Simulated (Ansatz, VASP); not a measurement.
# HfC2: VASP beside Ansatz

INCAR

```
SYSTEM = HfC2
PREC = Accurate ; ENCUT = 600
EDIFF = 1E-6 ; ISMEAR = 0
SIGMA = 0.1 ; LREAL = .False.
LASPH = .True. ; NELM = 100
ALGO = Normal ; ISIF = 3
LWAVE = .False. ; LCHARG = .False.
GGA = PE ; IBRION = 2
NSW = 90 ; EDIFFG = -0.04
```

File KPOINTS:

```
regular mesh
0
Gamma
  6 6 4
  0 0 0
```

Contents of POSCAR:

```
HfC2
1.0
    3.5683497300      0.0000000000      0.0000000000
   -1.7841748700      3.0902815200      0.0000000000
    0.0000000000      0.0000000000      3.7730909600
Hf C
1 2
Direct
    0.0000000000      0.0000000000      0.0000000000
    0.3333333300      0.6666666700      0.5000000000
    0.6666666700      0.3333333300      0.5000000000
```

Input for Ansatz:

```yaml
crystal:
  lattice:
    - [3.56834973, 0.0, 0.0]
    - [-1.78417487, 3.09028152, 0.0]
    - [0.0, 0.0, 3.77309096]
  atoms:
    - { symbol: Hf, position: [0.0, 0.0, 0.0] }
    - { symbol: C, position: [0.33333333, 0.66666667, 0.5] }
    - { symbol: C, position: [0.66666667, 0.33333333, 0.5] }
basis:
  ecutwfc: 420
kpoints:
  mp_grid: { grid: [6, 6, 4] }
hamiltonian:
  xc: pbe
scf:
  occupations: { method: gaussian, width: 0.1 }
  lower_state_search: "off"
output:
  forces: true
  stress: true
  eigenvalues: true
relax:
  adjacent_minimum: "off"
  f_tol: 0.04
  max_steps: 70
  cell: { stress_tol: 0.4 }
```

Change from the starting cell: species swapped into the ScSi2 type (P6/mmm, No. 191).

Alike in both runs: task relaxation of cell and atoms; functional PBE; k mesh 6 × 6 × 4; occupations gaussian, width 0.1 eV; no spin polarisation.

```csv
,VASP,Ansatz
version,VASP 6.6.1,Ansatz 0.2.0
potentials or method,"VASP PAW PBE potentials, release 64 (Hf_pv, C), cutoff 600 eV","scalar-relativistic, plane waves, PAW"
valence electrons in the cell,18,34
```

|  | VASP | Ansatz | Ansatz less VASP |
| --- | --- | --- | --- |
| gap on the k mesh at the Fermi level, each at its own relaxed structure (eV) | none | none | - |
| relaxed volume (Å³/atom) | 9.72 | 9.86 | +0.139 |
| relaxed cell length with the largest relative difference (Å) | 3.260 | 3.278 | +0.0182 |

A gap of «none» marks a metal or a gap that the smearing closes. VASP's potentials hold 18 valence electrons a cell and Ansatz's 34, so a difference there can come from the potentials and not from the codes.

The k mesh is coarse, so the values compare programs but aren't converged. Neither program's run includes spin-orbit coupling. Noted on VASP's run: the volume moved by over 15 % at a fixed basis, so the end points are rough.
